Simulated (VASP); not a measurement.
# Ru (P6_3/mmc) in VASP: notebook

Ru is run at these levels: r2SCAN; tasks: single point.

All numbers are computed with VASP 6.6.1; they aren't measurements. Logs are shortened: lines on timing, memory, paths and dates and some standing lists are left out, and cuts for length are marked.

### 1 The cell of the first run

The structure is hexagonal, space group P6_3/mmc (No. 194). The conventional cell has a = 2.660 Å, b = 2.660 Å, c = 4.209 Å, α = 90.00°, β = 90.00°, γ = 120.00°. Within 3.4 Å of Ru (site symmetry -6m2) lie 12 Ru at 2.61 to 2.66 Å.

### 2 Single point, r2SCAN

Input file POSCAR:

```
Ru
1.0
    2.6599301216      0.0000000000      0.0000000000
   -1.3299650608      2.3035675122      0.0000000000
    0.0000000000      0.0000000000      4.2093114007
Ru
2
Direct
    0.3333333333      0.6666666667      0.2500000000
    0.6666666667      0.3333333333      0.7500000000
```

Input file INCAR.step1:

```
PREC = Accurate
ENCUT = 520
ISMEAR = -1
SIGMA = 0.1
LREAL = False
LASPH = True
NELM = 100
NBANDS = 21
GGA = PE
ALGO = Normal
EDIFF = 1E-4
LWAVE = True
LCHARG = False
```

Input file INCAR.step2:

```
PREC = Accurate
ENCUT = 520
EDIFF = 1E-7
ISMEAR = -1
SIGMA = 0.1
LREAL = False
LASPH = True
NELM = 100
ALGO = Normal
ISIF = 2
LWAVE = False
LCHARG = False
METAGGA = R2SCAN
LMIXTAU = True
NBANDS = 21
ISTART = 1
```

Input file KPOINTS:

```
Automatic mesh
0
Gamma
  12 12 7
```

Potentials or basis: VASP PAW PBE potentials, release 64 (Ru_pv).

On the command line:

```sh
> cat potpaw_PBE.64/Ru_pv/POTCAR > POTCAR
> cp INCAR.step1 INCAR
> mpirun -np 1 vasp_std > vasp.out
> cp INCAR.step2 INCAR
> mpirun -np 1 vasp_std > vasp.out
```

OUTCAR:

```text
PREC = Accurate
   ENCUT = 520
   EDIFF = 1E-7
   ISMEAR = -1
   LREAL = False
   LASPH = True
   NELM = 100
   ISIF = 2
   METAGGA = R2SCAN
   ISTART = 1

 ion  position               nearest neighbor table
   1  0.333  0.667  0.250-   2 2.61   2 2.61   2 2.61   2 2.61   2 2.61   2 2.61
   2  0.667  0.333  0.750-   1 2.61   1 2.61   1 2.61   1 2.61   1 2.61   1 2.61

  LATTYP: Found a hexagonal cell.
 ALAT       =     2.6599301216
 C/A-ratio  =     1.5824894671

  Lattice vectors:

 A1 = (   2.6599301216,   0.0000000000,   0.0000000000)
 A2 = (  -1.3299650608,   2.3035675122,   0.0000000000)
 A3 = (   0.0000000000,   0.0000000000,   4.2093114007)

Analysis of symmetry for initial positions (statically):
=====================================================================
 Subroutine PRICEL returns:
 Original cell was already a primitive cell.

 Routine SETGRP: Setting up the symmetry group for a
 hexagonal supercell.

 Subroutine GETGRP returns: Found 24 space group operations
 (whereof 12 operations were pure point group operations)
 out of a pool of 24 trial point group operations.

The static configuration has the point symmetry D_3d.
 The point group associated with its full space group is D_6h.

Analysis of symmetry for dynamics (positions and initial velocities):
=====================================================================
 Subroutine PRICEL returns:
 Original cell was already a primitive cell.

 Routine SETGRP: Setting up the symmetry group for a
 hexagonal supercell.

 Subroutine GETGRP returns: Found 24 space group operations
 (whereof 12 operations were pure point group operations)
 out of a pool of 24 trial point group operations.

The dynamic configuration has the point symmetry D_3d.
 The point group associated with its full space group is D_6h.

 Subroutine INISYM returns: Found 24 space group operations
 (whereof 12 operations are pure point group operations),
 and found     1 'primitive' translations

----------------------------------------------------------------------------------------

                                     Primitive cell

  volume of cell :      25.7918

  direct lattice vectors                    reciprocal lattice vectors
     2.659930122  0.000000000  0.000000000     0.375949726  0.217054633  0.000000000
    -1.329965061  2.303567512  0.000000000     0.000000000  0.434109265  0.000000000
     0.000000000  0.000000000  4.209311401     0.000000000  0.000000000  0.237568549

  length of vectors
     2.659930122  2.659930515  4.209311401     0.434109329  0.434109265  0.237568549

  position of ions in fractional coordinates (direct lattice)
     0.333333333  0.666666667  0.250000000
     0.666666667  0.333333333  0.750000000

  ion indices of the primitive-cell ions
   primitive index   ion index
                 1           1
                 2           2

----------------------------------------------------------------------------------------

 KPOINTS: Automatic mesh

Automatic generation of k-mesh.
 Grid dimensions read from file:
 generate k-points for:   12   12    7

 Generating k-lattice:

  Cartesian coordinates                     Fractional coordinates (reciprocal lattice)
     0.031329144  0.018087886  0.000000000     0.083333333  0.000000000  0.000000000
     0.000000000  0.036175772  0.000000000     0.000000000  0.083333333  0.000000000
     0.000000000  0.000000000  0.033938364     0.000000000  0.000000000  0.142857143

  Length of vectors
     0.036175777  0.036175772  0.033938364

  Shift w.r.t. Gamma in fractional coordinates (k-lattice)
     0.000000000  0.000000000  0.000000000

 Subroutine IBZKPT returns following result:
 ===========================================

 Found     76 irreducible k-points:

 Following reciprocal coordinates:
            Coordinates               Weight
  0.000000  0.000000  0.000000      1.000000
  0.083333 -0.000000  0.000000      6.000000
  0.166667 -0.000000  0.000000      6.000000
  0.250000 -0.000000  0.000000      6.000000
  0.333333 -0.000000  0.000000      6.000000
  0.416667  0.000000  0.000000      6.000000
[... 16 lines left out ...]
  0.250000 -0.000000  0.142857     12.000000
  0.333333 -0.000000  0.142857     12.000000
 [... further k-points ...]
   k-points           NKPTS =     76   k-points in BZ     NKDIM =     76   number of bands    NBANDS=     21
   number of dos      NEDOS =    301   number of ions     NIONS =      2
   total plane-waves  NPLWV =  12800
   dimension x,y,z NGX =    20 NGY =   20 NGZ =   32
   dimension x,y,z NGXF=    40 NGYF=   40 NGZF=   64
   ions per type =               2
   NGX,Y,Z   is equivalent  to a cutoff of  12.50, 12.50, 12.64 a.u.
   NGXF,Y,Z  is equivalent  to a cutoff of  25.00, 25.00, 25.28 a.u.
 SYSTEM =  unknown system
   PREC   = accura    normal or accurate (medium, high low for compatibility)
   ISTART =      1    job   : 0-new  1-cont  2-samecut
   ICHARG =      0    charge: 1-file 2-atom 10-const
   ISPIN  =      1    spin polarized calculation?
   LNONCOLLINEAR =      F non collinear calculations
   LSORBIT =      F    spin-orbit coupling
   LASPH  =      T    aspherical Exc in radial PAW
   ENCUT  =  520.0 eV  38.22 Ry    6.18 a.u.   4.95  4.95  7.83*2*pi/ulx,y,z
   NELM   =    100;   NELMIN=  2; NELMDL=  0     # of ELM steps
   EDIFF  = 0.1E-06   stopping-criterion for ELM
   LREAL  =      F    real-space projection
   EDIFFG = 0.1E-05   stopping-criterion for IOM
   NSW    =      0    number of steps for IOM
   IBRION =     -1    ionic relax: 0-MD 1-quasi-New 2-CG
   NFREE  =      0    steps in history (QN), initial steepest desc. (CG)
   ISIF   =      2    stress and relaxation
   ISYM   =      2    0-nonsym 1-usesym 2-fastsym
   POTIM  = 0.5000    time-step for ionic-motion
   TEBEG  =    0.0;   TEEND  =   0.0 temperature during run
   PSTRESS=    0.0 pullay stress
   NELECT =      28.0000    total number of electrons
   NUPDOWN=      -1.0000    fix difference up-down
   EMIN   =  10.00;   EMAX   =-10.00  energy-range for DOS
   EFERMI =   0.00;   METHOD = LEGACY
   ISMEAR =    -1;   SIGMA  =   0.10  broadening in eV -4-tet -1-fermi 0-gaus
   EFERMI_NEDOS =   21; number of points for ismear=-14 and -15
   IALGO  =     38    algorithm
   IMIX   =      4    mixing-type and parameters
     AMIX     =   0.40;   BMIX     =  1.00
     AMIX_MAG =   1.60;   BMIX_MAG =  1.00
  volume/ion in A,a.u.               =      12.90        87.03
  Fermi-wavevector in a.u.,A,eV,Ry     =   1.682545  3.179550 38.517531  2.830959
  Thomas-Fermi vector in A             =   2.765905
   LORBIT       =      0    0 simple, 1 ext, 2 COOP (PROOUT), +10 PAW based schemes
   METAGGA = R2SCAN    functional components
   LHFCALC =     F    Hartree Fock is set to
   AEXX    =    0.0000 exact exchange contribution
   IVDW    =     0    specifies the selected vdW correction
   LEPSILON=     F    determine dielectric tensor
   LRPA    =     F    only Hartree local field effects (RPA)
 non-spin polarized calculation
  energy-cutoff  :      520.00
  volume of cell :       25.79
 maximum number of plane-waves:       717
 NGX is ok and might be reduce to    20
   NGX =  9   NGY =  9   NGZ = 15

 number of electron      27.9999992 magnetization

 Free energy of the ion-electron system (eV)
  ---------------------------------------------------
  ext. energy  EPLUGINS =         0.00000000
  ---------------------------------------------------
  free energy    TOTEN  =       -50.81409846 eV

  energy without entropy =      -50.76991535  energy(sigma->0) =      -50.79200691

 E-fermi :  13.7180     XC(G=0): -15.7780

 val. band max:       13.7161763661   @ k =   0.3333   0.1667   0.2857
 cond. band min:      13.7531898829   @ k =   0.3333   0.0833   0.2857
 fundamental gap:      0.0370135167
 Fermi energy:        13.7180488705

 k-point     1 :       0.0000    0.0000    0.0000
  band No.  band energies     occupation
      1     -31.6130      2.00000
      2     -30.4320      2.00000
      3     -30.4320      2.00000
      4     -30.2183      2.00000
      5     -30.2183      2.00000
      6     -30.1568      2.00000
[... 13 lines left out ...]
     20      22.1140      0.00000
     21      25.2011      0.00000

 k-point     2 :       0.0833   -0.0000    0.0000
  band No.  band energies     occupation
      1     -31.5829      2.00000
      2     -30.4965      2.00000
      3     -30.4536      2.00000
      4     -30.2856      2.00000
      5     -30.2269      2.00000
      6     -30.1707      2.00000
[... 13 lines left out ...]
     20      22.1140      0.00000
     21      25.1557      0.00000

 k-point     3 :       0.1667   -0.0000    0.0000
  band No.  band energies     occupation
      1     -31.4967      2.00000
      2     -30.6730      2.00000
      3     -30.5106      2.00000
      4     -30.4653      2.00000
      5     -30.2520      2.00000
      6     -30.2124      2.00000
[... 13 lines left out ...]
     20      22.1139      0.00000
     21      24.9997      0.00000

 k-point     4 :       0.2500   -0.0000    0.0000
  band No.  band energies     occupation
      1     -31.3663      2.00000
      2     -30.9135      2.00000
      3     -30.7011      2.00000
      4     -30.5851      2.00000
      5     -30.2890      2.00000
      6     -30.2818      2.00000
[... 13 lines left out ...]
     20      22.1140      0.00000
     21      24.7586      0.00000

 k-point     5 :       0.3333   -0.0000    0.0000
  band No.  band energies     occupation
      1     -31.2117      2.00000
      2     -31.1531      2.00000
      3     -30.9272      2.00000
      4     -30.6566      2.00000
      5     -30.3750      2.00000
      6     -30.3279      2.00000
[... 13 lines left out ...]
     20      24.0825      0.00000
     21      24.4180      0.00000
[... 382 lines left out ...]
     20      22.1140      0.00000
     21      26.1974      0.00000

 k-point    22 :       0.1667   -0.0000    0.1429
  band No.  band energies     occupation
      1     -31.4465      2.00000
      2     -30.6537      2.00000
      3     -30.5126      2.00000
      4     -30.4980      2.00000
      5     -30.2650      2.00000
      6     -30.2400      2.00000
[... 13 lines left out ...]
     20      22.1139      0.00000
     21      26.1524      0.00000

 k-point    23 :       0.2500   -0.0000    0.1429
  band No.  band energies     occupation
      1     -31.3494      2.00000
      2     -30.8748      2.00000
      3     -30.7452      2.00000
      4     -30.5707      2.00000
      5     -30.3039      2.00000
      6     -30.2951      2.00000
[... 13 lines left out ...]
     20      22.1140      0.00000
     21      26.1832      0.00000

 k-point    24 :       0.3333   -0.0000    0.1429
  band No.  band energies     occupation
      1     -31.3060      2.00000
      2     -31.0413      2.00000
      3     -30.9459      2.00000
      4     -30.6407      2.00000
      5     -30.3721      2.00000
      6     -30.3446      2.00000
[... 13 lines left out ...]
     20      22.1146      0.00000
     21      26.3525      0.00000

 [... further k-points ...]
[... 5 lines left out ...]
  --------------------------------------------------------------------------------------
  -------------------------------------------------------------------------------------
  Total        3.0188892      3.0188904      3.1269207      0.0000000     -0.0000000      0.0000000
  in kB      187.5320643    187.5321383    194.2429278      0.0000000     -0.0000000      0.0000000
  external PRESSURE =     189.7690434 kB  Pullay stress =       0.0000000 kB

 VOLUME and BASIS-vectors are now :
 -----------------------------------------------------------------------------
  energy-cutoff  :      520.00
  volume of cell :       25.79
      direct lattice vectors                 reciprocal lattice vectors
     2.659930122  0.000000000  0.000000000     0.375949726  0.217054633  0.000000000
    -1.329965061  2.303567512  0.000000000     0.000000000  0.434109265  0.000000000
     0.000000000  0.000000000  4.209311401     0.000000000  0.000000000  0.237568549

 POSITION                                       TOTAL-FORCE (eV/Angst)
 -----------------------------------------------------------------------------------
     -0.00000      1.53571      1.05233        -0.000000      0.000000      0.000000
      1.32997      0.76786      3.15698         0.000000     -0.000000      0.000000
 -----------------------------------------------------------------------------------
    total drift:                               -0.000000      0.000000     -0.000000

  FREE ENERGIE OF THE ION-ELECTRON SYSTEM (eV)
  ---------------------------------------------------
  free  energy   TOTEN  =       -50.8140984641 eV

  energy  without entropy=      -50.7699153507  energy(sigma->0) =      -50.79200691
```

It took 67 s on 1 thread of AMD EPYC 9R45 (Zen 5), shared host; peak memory 0.13 GiB.

Results:

```
Free energy            : -50.8141 eV
Pressure               : 19.0 GPa
Band gap on the k mesh : zero (band 14 reaches 15.31 eV, above the bottom of band 15 at 11.95 eV)
```

Levels at points of the mesh, in eV from the Fermi level:
| k point | band 12 | band 13 | band 14 | band 15 | band 16 | band 17 |
| --- | --- | --- | --- | --- | --- | --- |
| (0.00, 0.00, 0.00) | -2.19 | -2.19 | -1.60 | -1.60 | 1.30 | 1.30 |
| (0.50, 0.00, 0.00) | -1.98 | -1.71 | 1.59 | 2.06 | 2.14 | 4.52 |

Caveat: the PAW data sets were made with another functional, which shifts forces and pressure a little.

### 3 Single point, r2SCAN

This run uses another cell than the first one, of 13.30 Å³/atom, 1.032 times its volume.

Input file POSCAR:

```
Ru
1.0
    2.6876397213      0.0000000000      0.0000000000
   -1.3438198606      2.3275647342      0.0000000000
    0.0000000000      0.0000000000      4.2531615502
Ru
2
Direct
    0.3333333333      0.6666666667      0.2500000000
    0.6666666667      0.3333333333      0.7500000000
```

Input file INCAR.step1:

```
ALGO = Normal
EDIFF = 1E-4
ENCUT = 520
GGA = PE
ISMEAR = -1
LASPH = T
LCHARG = F
LREAL = F
LWAVE = T
NBANDS = 21
NELM = 60
PREC = Accurate
SIGMA = 0.1
```

Input file INCAR.step2:

```
ALGO = Normal
EDIFF = 1E-6
ENCUT = 520
ISIF = 2
ISMEAR = -1
ISTART = 1
LASPH = T
LCHARG = F
LMIXTAU = T
LREAL = F
LWAVE = F
METAGGA = R2SCAN
NBANDS = 21
NELM = 60
PREC = Accurate
SIGMA = 0.1
```

Input file KPOINTS:

```
k-points
0
Gamma
  12 12 7
```

Potentials or basis: VASP PAW PBE potentials, release 64 (Ru_pv).

On the command line:

```sh
> cat potpaw_PBE.64/Ru_pv/POTCAR > POTCAR
> cp INCAR.step1 INCAR
> mpirun -np 1 vasp_std > vasp.out
> cp INCAR.step2 INCAR
> mpirun -np 1 vasp_std > vasp.out
```

Wall time 61 s (1 thread of AMD EPYC 9R45 (Zen 5), shared host); peak memory 0.13 GiB.

It converged, with:

| Quantity | Value |
| --- | --- |
| Free energy | -50.8788 eV |
| Pressure | 6.6 GPa |
| Band gap on the k mesh | zero (band 14 reaches 14.63 eV, above the bottom of band 15 at 11.44 eV) |

Stress tensor (GPa, compression positive):
```
6.65 0.00 0.00
0.00 6.65 0.00
0.00 0.00 6.55
```

Levels at points of the mesh, in eV from the Fermi level:
```csv
k point,band 10,band 11,band 12,band 13,band 14,band 15,band 16,band 17,band 18,band 19
"(0.00, 0.00, 0.00)",-2.81,-2.62,-2.09,-2.09,-1.53,-1.53,1.25,1.25,1.35,8.38
"(0.50, 0.00, 0.00)",-3.27,-2.26,-1.93,-1.64,1.51,1.95,2.03,4.33,6.55,8.38
```

Caveat: the PAW data sets were made with another functional, which shifts forces and pressure a little.

### 4 Single point, r2SCAN

This run uses another cell than the first one, of 13.71 Å³/atom, 1.063 times its volume.

Input file POSCAR:

```
Ru
1.0
    2.7147894348      0.0000000000      0.0000000000
   -1.3573947174      2.3510770804      0.0000000000
    0.0000000000      0.0000000000      4.2961256859
Ru
2
Direct
    0.3333333333      0.6666666667      0.2500000000
    0.6666666667      0.3333333333      0.7500000000
```

Input file INCAR.step1:

```
SYSTEM = Ru
PREC = Accurate
ENCUT = 520
ISMEAR = -1
SIGMA = 0.1
LREAL = .FALSE.
LASPH = .TRUE.
NELM = 80
NBANDS = 21
GGA = PE
ALGO = Normal
EDIFF = 1E-4
LWAVE = .TRUE.
LCHARG = .FALSE.
```

Input file INCAR.step2:

```
SYSTEM = Ru
PREC = Accurate
ENCUT = 520
EDIFF = 1E-6
ISMEAR = -1
SIGMA = 0.1
LREAL = .FALSE.
LASPH = .TRUE.
NELM = 80
ALGO = Normal
ISIF = 2
LWAVE = .FALSE.
LCHARG = .FALSE.
METAGGA = R2SCAN
LMIXTAU = .TRUE.
NBANDS = 21
ISTART = 1
```

Input file KPOINTS:

```
Automatic mesh
0
G
  12 12 7
  0 0 0
```

On the command line:

```sh
> cat potpaw_PBE.64/Ru_pv/POTCAR > POTCAR
> cp INCAR.step1 INCAR
> mpirun -np 1 vasp_std > vasp.out
> cp INCAR.step2 INCAR
> mpirun -np 1 vasp_std > vasp.out
```

It took 62 s on 1 thread of AMD EPYC 9R45 (Zen 5), shared host; peak memory 0.13 GiB.

Results (log left out):

* Free energy: -50.8857 eV
* Pressure: -3.8 GPa
* Band gap on the k mesh: zero (band 14 reaches 14.00 eV, above the bottom of band 15 at 10.95 eV)

Stress tensor (GPa, compression positive):
```
-3.53  0.00  0.00
 0.00 -3.53  0.00
 0.00  0.00 -4.27
```

Levels at points of the mesh, in eV from the Fermi level:
| k point | band 10 | band 11 | band 12 | band 13 | band 14 | band 15 | band 16 | band 17 | band 18 | band 19 |
| --- | --- | --- | --- | --- | --- | --- | --- | --- | --- | --- |
| (0.00, 0.00, 0.00) | -2.68 | -2.50 | -1.99 | -1.99 | -1.46 | -1.46 | 1.19 | 1.19 | 1.32 | 8.37 |
| (0.50, 0.00, 0.00) | -3.12 | -2.17 | -1.88 | -1.58 | 1.43 | 1.86 | 1.93 | 4.16 | 6.31 | 8.37 |

Caveat: the PAW data sets were made with another functional, which shifts forces and pressure a little.

### 5 Summary

| cell | gap on the mesh (eV) | pressure (GPa) |
| --- | --- | --- |
| a = 2.660, b = 2.660, c = 4.209 Å, angles 90.0, 90.0, 120.0°, 2 atoms | none | 19.0 |
| a = 2.688, b = 2.688, c = 4.253 Å, angles 90.0, 90.0, 120.0°, 2 atoms | none | 6.6 |
| a = 2.715, b = 2.715, c = 4.296 Å, angles 90.0, 90.0, 120.0°, 2 atoms | none | -3.8 |

Alike in all rows: task single point; level r2SCAN; potentials or basis VASP PAW PBE potentials, release 64 (Ru_pv); no spin polarisation; k mesh 12 × 12 × 7; cutoff (eV) 520; smearing fermi-dirac 0.1 eV.

Caveats: the PAW data sets were made with another functional, which shifts forces and pressure a little.

Absolute energies hang on the potentials; compare differences alone.
